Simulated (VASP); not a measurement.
# Sb3Pb (Im-3m) in VASP: single point with PBE

Aim: the single point of Sb3Pb with PBE.

All numbers are computed with VASP 6.6.1; they aren't measurements. Logs are shortened: lines on timing, memory, paths and dates and some standing lists are left out, and cuts for length are marked.

## Step 1: The cell of the first run

Symmetry: Im-3m, No. 229, cubic system. Conventional cell: a = 6.300 Å, b = 6.300 Å, c = 6.300 Å, α = 90.00°, β = 90.00°, γ = 90.00°. Within 4.1 Å of Sb (site symmetry 4/mmm) lie 4 Sb at 3.15 Å and 2 Pb at 3.15 Å. Pb (site symmetry m-3m) has 6 Sb at 3.15 Å within 4.1 Å.

## Step 2: Single point, PBE

POSCAR

```
Sb3Pb
1.0
   -3.1497930000      3.1497930000      3.1497930000
    3.1497930000     -3.1497930000      3.1497930000
    3.1497930000      3.1497930000     -3.1497930000
Sb Pb
3 1
Direct
    0.0000000000      0.5000000000      0.5000000000
    0.5000000000      0.0000000000      0.5000000000
    0.5000000000      0.5000000000      0.0000000000
    0.0000000000      0.0000000000      0.0000000000
```

INCAR.step1

```
PREC = Accurate ; ENCUT = 520
EDIFF = 1E-6 ; ISMEAR = 0
SIGMA = 0.1 ; LREAL = F
LASPH = T ; NELM = 80
ALGO = Normal ; ISIF = 2
LWAVE = F ; LCHARG = T
GGA = PE ; NBANDS = 22
```

KPOINTS.step1

```
regular mesh
0
Gamma
  10 10 10
```

INCAR.step2

```
PREC = Accurate ; ENCUT = 520
EDIFF = 1E-6 ; ISMEAR = -5
SIGMA = 0.1 ; LREAL = F
LASPH = T ; NELM = 80
ALGO = Normal ; ISIF = 2
LWAVE = F ; LCHARG = F
GGA = PE ; LORBIT = 10
NBANDS = 22 ; NEDOS = 2001
ICHARG = 11
```

KPOINTS.step2

```
regular mesh
0
Gamma
  15 15 15
```

Potentials or basis: VASP PAW PBE potentials, release 64 (Sb, Pb_d).

The run is started by

```sh
cat potpaw_PBE.64/Sb/POTCAR potpaw_PBE.64/Pb_d/POTCAR > POTCAR
cp INCAR.step1 INCAR
cp KPOINTS.step1 KPOINTS
mpirun -np 1 vasp_std > vasp.out
cp INCAR.step2 INCAR
cp KPOINTS.step2 KPOINTS
mpirun -np 1 vasp_std > vasp.out
```

OUTCAR:

```text
PREC = Accurate
   ENCUT = 520
   EDIFF = 1E-6
   ISMEAR = -5
   LREAL = F
   LASPH = T
   NELM = 80
   ISIF = 2
   GGA = PE
   LORBIT = 10
   ICHARG = 11

 ion  position               nearest neighbor table
   1  0.000  0.500  0.500-   2 3.15   3 3.15   4 3.15   4 3.15   3 3.15   2 3.15
   2  0.500  0.000  0.500-   1 3.15   3 3.15   4 3.15   3 3.15   4 3.15   1 3.15
   3  0.500  0.500  0.000-   1 3.15   2 3.15   4 3.15   2 3.15   1 3.15   4 3.15
   4  0.000  0.000  0.000-   1 3.15   2 3.15   3 3.15   1 3.15   2 3.15   3 3.15

  LATTYP: Found a body centered cubic cell.
 ALAT       =     6.2995860000

  Lattice vectors:

 A1 = (  -3.1497930000,   3.1497930000,   3.1497930000)
 A2 = (   3.1497930000,  -3.1497930000,   3.1497930000)
 A3 = (   3.1497930000,   3.1497930000,  -3.1497930000)

Analysis of symmetry for initial positions (statically):
=====================================================================
 Subroutine PRICEL returns:
 Original cell was already a primitive cell.

 Routine SETGRP: Setting up the symmetry group for a
 body centered cubic supercell.

 Subroutine GETGRP returns: Found 48 space group operations
 (whereof 48 operations were pure point group operations)
 out of a pool of 48 trial point group operations.

The static configuration has the point symmetry O_h .

Analysis of symmetry for dynamics (positions and initial velocities):
=====================================================================
 Subroutine PRICEL returns:
 Original cell was already a primitive cell.

 Routine SETGRP: Setting up the symmetry group for a
 body centered cubic supercell.

 Subroutine GETGRP returns: Found 48 space group operations
 (whereof 48 operations were pure point group operations)
 out of a pool of 48 trial point group operations.

The dynamic configuration has the point symmetry O_h .

 Subroutine INISYM returns: Found 48 space group operations
 (whereof 48 operations are pure point group operations),
 and found     1 'primitive' translations

----------------------------------------------------------------------------------------

                                     Primitive cell

  volume of cell :     124.9989

  direct lattice vectors                    reciprocal lattice vectors
    -3.149793000  3.149793000  3.149793000     0.000000000  0.158740590  0.158740590
     3.149793000 -3.149793000  3.149793000     0.158740590  0.000000000  0.158740590
     3.149793000  3.149793000 -3.149793000     0.158740590  0.158740590  0.000000000

  length of vectors
     5.455601509  5.455601509  5.455601509     0.224493096  0.224493096  0.224493096

  position of ions in fractional coordinates (direct lattice)
     0.000000000  0.500000000  0.500000000
     0.500000000  0.000000000  0.500000000
     0.500000000  0.500000000  0.000000000
     0.000000000  0.000000000  0.000000000

  ion indices of the primitive-cell ions
   primitive index   ion index
                 1           1
                 2           2
                 3           3
                 4           4

----------------------------------------------------------------------------------------

 KPOINTS: regular mesh

Automatic generation of k-mesh.
 Grid dimensions read from file:
 generate k-points for:   15   15   15

 Generating k-lattice:

  Cartesian coordinates                     Fractional coordinates (reciprocal lattice)
     0.000000000  0.010582706  0.010582706     0.066666667  0.000000000  0.000000000
     0.010582706  0.000000000  0.010582706     0.000000000  0.066666667  0.000000000
     0.010582706  0.010582706  0.000000000     0.000000000  0.000000000  0.066666667

  Length of vectors
     0.014966206  0.014966206  0.014966206

  Shift w.r.t. Gamma in fractional coordinates (k-lattice)
     0.000000000  0.000000000  0.000000000

 TETIRR: Found   3891 inequivalent tetrahedra from    20250

 Subroutine IBZKPT returns following result:
 ===========================================

 Found    120 irreducible k-points:

 Following reciprocal coordinates:
            Coordinates               Weight
  0.000000  0.000000  0.000000      1.000000
  0.066667  0.000000  0.000000     12.000000
  0.133333  0.000000  0.000000     12.000000
  0.200000  0.000000  0.000000     12.000000
  0.266667  0.000000  0.000000     12.000000
  0.333333  0.000000  0.000000     12.000000
[... 16 lines left out ...]
  0.333333  0.200000  0.000000     48.000000
  0.400000  0.200000  0.000000     24.000000
 [... further k-points ...]
   k-points           NKPTS =    120   k-points in BZ     NKDIM =    120   number of bands    NBANDS=     22
   number of dos      NEDOS =   2001   number of ions     NIONS =      4
   total plane-waves  NPLWV =  74088
   dimension x,y,z NGX =    42 NGY =   42 NGZ =   42
   dimension x,y,z NGXF=    84 NGYF=   84 NGZF=   84
   ions per type =               3   1
   NGX,Y,Z   is equivalent  to a cutoff of  12.80, 12.80, 12.80 a.u.
   NGXF,Y,Z  is equivalent  to a cutoff of  25.60, 25.60, 25.60 a.u.
 SYSTEM =  unknown system
   PREC   = accura    normal or accurate (medium, high low for compatibility)
   ISTART =      0    job   : 0-new  1-cont  2-samecut
   ICHARG =     11    charge: 1-file 2-atom 10-const
   ISPIN  =      1    spin polarized calculation?
   LNONCOLLINEAR =      F non collinear calculations
   LSORBIT =      F    spin-orbit coupling
   LASPH  =      T    aspherical Exc in radial PAW
   ENCUT  =  520.0 eV  38.22 Ry    6.18 a.u.  10.14 10.14 10.14*2*pi/ulx,y,z
   NELM   =     80;   NELMIN=  2; NELMDL=  0     # of ELM steps
   EDIFF  = 0.1E-05   stopping-criterion for ELM
   LREAL  =      F    real-space projection
   EDIFFG = 0.1E-04   stopping-criterion for IOM
   NSW    =      0    number of steps for IOM
   IBRION =     -1    ionic relax: 0-MD 1-quasi-New 2-CG
   NFREE  =      0    steps in history (QN), initial steepest desc. (CG)
   ISIF   =      2    stress and relaxation
   ISYM   =      2    0-nonsym 1-usesym 2-fastsym
   POTIM  = 0.5000    time-step for ionic-motion
   TEBEG  =    0.0;   TEEND  =   0.0 temperature during run
   PSTRESS=    0.0 pullay stress
   NELECT =      29.0000    total number of electrons
   NUPDOWN=      -1.0000    fix difference up-down
   EMIN   =  10.00;   EMAX   =-10.00  energy-range for DOS
   EFERMI =   0.00;   METHOD = LEGACY
   ISMEAR =    -5;   SIGMA  =   0.10  broadening in eV -4-tet -1-fermi 0-gaus
   EFERMI_NEDOS =   21; number of points for ismear=-14 and -15
   IALGO  =     38    algorithm
   IMIX   =      4    mixing-type and parameters
     AMIX     =   0.40;   BMIX     =  1.00
     AMIX_MAG =   1.60;   BMIX_MAG =  1.00
  volume/ion in A,a.u.               =      31.25       210.88
  Fermi-wavevector in a.u.,A,eV,Ry     =   1.005940  1.900951 13.767948  1.011916
  Thomas-Fermi vector in A             =   2.138651
   LORBIT       =     10    0 simple, 1 ext, 2 COOP (PROOUT), +10 PAW based schemes
   GGA     = PE    functional components
   LHFCALC =     F    Hartree Fock is set to
   AEXX    =    0.0000 exact exchange contribution
   IVDW    =     0    specifies the selected vdW correction
   LEPSILON=     F    determine dielectric tensor
   LRPA    =     F    only Hartree local field effects (RPA)
 non-spin polarized calculation
 Fermi weights with tetrahedron method with Bloechl corrections
  energy-cutoff  :      520.00
  volume of cell :      125.00
 maximum number of plane-waves:      3392
 NGX is ok and might be reduce to    42

 number of electron      28.9999992 magnetization

 Free energy of the ion-electron system (eV)
  ---------------------------------------------------
  ext. energy  EPLUGINS =         0.00000000
  ---------------------------------------------------
  free energy    TOTEN  =       -15.74165941 eV

  energy without entropy =      -15.74165941  energy(sigma->0) =      -15.74165941

 E-fermi :   6.5024     XC(G=0):  -9.5461

 val. band max:        6.6248110749   @ k =   0.4000   0.2000   0.0000
 cond. band min:       6.4667763544   @ k =  -0.4000  -0.4000   0.1333
 fundamental gap:     -0.1580347205
 Fermi energy:         6.5023782410

 k-point     1 :       0.0000    0.0000    0.0000
  band No.  band energies     occupation
      1     -10.3370      2.00000
      2     -10.3370      2.00000
      3     -10.2835      2.00000
      4     -10.2835      2.00000
      5     -10.2835      2.00000
      6      -5.3476      2.00000
[... 14 lines left out ...]
     21      10.2181      0.00000
     22      14.0433      0.00000

 k-point     2 :       0.0667    0.0000    0.0000
  band No.  band energies     occupation
      1     -10.3371      2.00000
      2     -10.3370      2.00000
      3     -10.2836      2.00000
      4     -10.2835      2.00000
      5     -10.2834      2.00000
      6      -5.3163      2.00000
[... 14 lines left out ...]
     21      10.2525      0.00000
     22      14.1296      0.00000

 k-point     3 :       0.1333    0.0000    0.0000
  band No.  band energies     occupation
      1     -10.3374      2.00000
      2     -10.3367      2.00000
      3     -10.2838      2.00000
      4     -10.2835      2.00000
      5     -10.2830      2.00000
      6      -5.2225      2.00000
[... 14 lines left out ...]
     21      10.3567      0.00000
     22      13.6836      0.00000
[... 476 lines left out ...]
 k-point    23 :       0.3333    0.2000    0.0000
  band No.  band energies     occupation
      1     -10.3387      2.00000
      2     -10.3363      2.00000
      3     -10.2849      2.00000
      4     -10.2832      2.00000
      5     -10.2811      2.00000
      6      -3.8628      2.00000
[... 14 lines left out ...]
     21      11.0789      0.00000
     22      12.1263      0.00000

 k-point    24 :       0.4000    0.2000    0.0000
  band No.  band energies     occupation
      1     -10.3387      2.00000
      2     -10.3363      2.00000
      3     -10.2849      2.00000
      4     -10.2831      2.00000
      5     -10.2811      2.00000
      6      -3.5436      2.00000
[... 14 lines left out ...]
     21      10.9329      0.00000
     22      12.5885      0.00000

 [... further k-points ...]

------------------------ aborting loop because EDIFF is reached ----------------------------------------

  FORCE on cell =-STRESS in cart. coord.  units (eV):
  Direction    XX          YY          ZZ          XY          YZ          ZX
  --------------------------------------------------------------------------------------
  -------------------------------------------------------------------------------------
  Total       -0.1261969     -0.1261969     -0.1261969      0.0000000      0.0000000     -0.0000000
  in kB       -1.6175330     -1.6175330     -1.6175330      0.0000000      0.0000000     -0.0000000
  external PRESSURE =      -1.6175330 kB  Pullay stress =       0.0000000 kB

 VOLUME and BASIS-vectors are now :
 -----------------------------------------------------------------------------
  energy-cutoff  :      520.00
  volume of cell :      125.00
      direct lattice vectors                 reciprocal lattice vectors
    -3.149793000  3.149793000  3.149793000     0.000000000  0.158740590  0.158740590
     3.149793000 -3.149793000  3.149793000     0.158740590  0.000000000  0.158740590
     3.149793000  3.149793000 -3.149793000     0.158740590  0.158740590  0.000000000

 POSITION                                       TOTAL-FORCE (eV/Angst)
 -----------------------------------------------------------------------------------
      3.14979      0.00000      0.00000        -0.000000     -0.000000      0.000000
      0.00000      3.14979      0.00000        -0.000000     -0.000000      0.000000
      0.00000      0.00000      3.14979         0.000000      0.000000     -0.000000
      0.00000      0.00000      0.00000        -0.000000     -0.000000      0.000000
 -----------------------------------------------------------------------------------
    total drift:                                0.000000      0.000000     -0.000000

  FREE ENERGIE OF THE ION-ELECTRON SYSTEM (eV)
  ---------------------------------------------------
  free  energy   TOTEN  =       -15.7416594062 eV

  energy  without entropy=      -15.7416594062  energy(sigma->0) =      -15.74165941

 total charge

# of ion       s       p       d       tot
------------------------------------------
    1        1.208   1.131   0.028   2.367
    2        1.208   1.131   0.028   2.367
    3        1.208   1.131   0.028   2.367
    4        1.372   0.762   9.825  11.960
--------------------------------------------------
tot          4.995   4.156   9.909  19.060
```

Run time: 4 min. Hardware: 1 thread of AMD EPYC 7R43 (Zen 3), shared host; peak memory 0.42 GiB.

Results:

| Item | Value |
| --- | --- |
| Valence electrons inside the program's atomic spheres | Sb 2.37; Pb 11.96 |

Levels at points of the mesh, in eV from the Fermi level:
| k point | band 11 | band 12 | band 13 | band 14 | band 15 | band 16 | band 17 | band 18 | band 19 | band 20 |
| --- | --- | --- | --- | --- | --- | --- | --- | --- | --- | --- |
| (0.00, 0.00, 0.00) | -3.24 | -3.24 | -2.62 | -2.62 | -2.62 | 2.72 | 2.72 | 2.72 | 3.72 | 3.72 |

Caveat: spin-orbit coupling is left out, which moves the levels of the heavy elements.
